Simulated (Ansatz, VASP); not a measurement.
# One calculation of AgCl, two programs

INCAR

```
SYSTEM = AgCl
PREC = Accurate
ENCUT = 520
EDIFF = 1E-6
ISMEAR = -1
SIGMA = 0.05
LREAL = .False.
LASPH = .True.
NELM = 100
ALGO = Normal
ISIF = 2
LWAVE = .False.
LCHARG = .False.
GGA = PS
NBANDS = 16
```

KPOINTS

```
regular mesh
0
Gamma
  4 4 4
  0 0 0
```

Contents of POSCAR:

```
AgCl
1.0
   -0.0002100000      2.7497900000      2.7622600000
    2.7711200000     -0.0580000000      2.8200600000
    2.7084400000      2.7449000000      0.0046800000
Ag Cl
1 1
Direct
    0.9913900000      0.9913900000      0.0064700000
    0.5038125660      0.4873876864      0.5122869536
```

Input for Ansatz:

```yaml
crystal:
  lattice:
    - [-0.00021, 2.74979, 2.76226]
    - [2.77112, -0.058, 2.82006]
    - [2.70844, 2.7449, 0.00468]
  atoms:
    - { symbol: Ag, position: [0.99139, 0.99139, 0.00647] }
    - { symbol: Cl, position: [0.5038125660197637, 0.4873876863766982, 0.5122869535845979] }
basis:
  ecutwfc: 540.0
  xc_grid: 2
kpoints:
  mp_grid:
    grid: [4, 4, 4]
hamiltonian:
  xc: pbesol
scf:
  convergence:
    dr2_threshold: 1.0e-09
  occupations:
    method: fermi_dirac
    width: 0.05
output:
  forces: true
  stress: true
```

Alike in both runs: task single point; functional PBEsol; k mesh 4 × 4 × 4; occupations fermi-dirac, width 0.05 eV; no spin polarisation.

```csv
,VASP,Ansatz
version,VASP 6.6.1,Ansatz 0.2.0
potentials or method,"VASP PAW PBE potentials, release 64 (Ag, Cl), cutoff 520 eV","plane waves, PAW"
valence electrons in the cell,18,26
```

VASP gave:

* pressure (GPa): -2.3
* traceless stress, the component that is largest in VASP (GPa): -0.15
* rms of the force components (eV/Å): 0.022

Problem. What did Ansatz give for the same quantities?

Solution. Pressure (GPa): -2.2; traceless stress, the component that is largest in VASP (GPa): -0.15; rms of the force components (eV/Å): 0.022.

VASP's potentials were made for PBE, not for PBEsol. Atom by atom the forces differ by 0.000 eV/Å (rms over components). VASP's potentials hold 18 valence electrons a cell and Ansatz's 26, so a difference there can come from the potentials and not from the codes. Ansatz's warnings: stress scf threshold loose.

The k mesh is coarse, so the values compare programs but aren't converged.
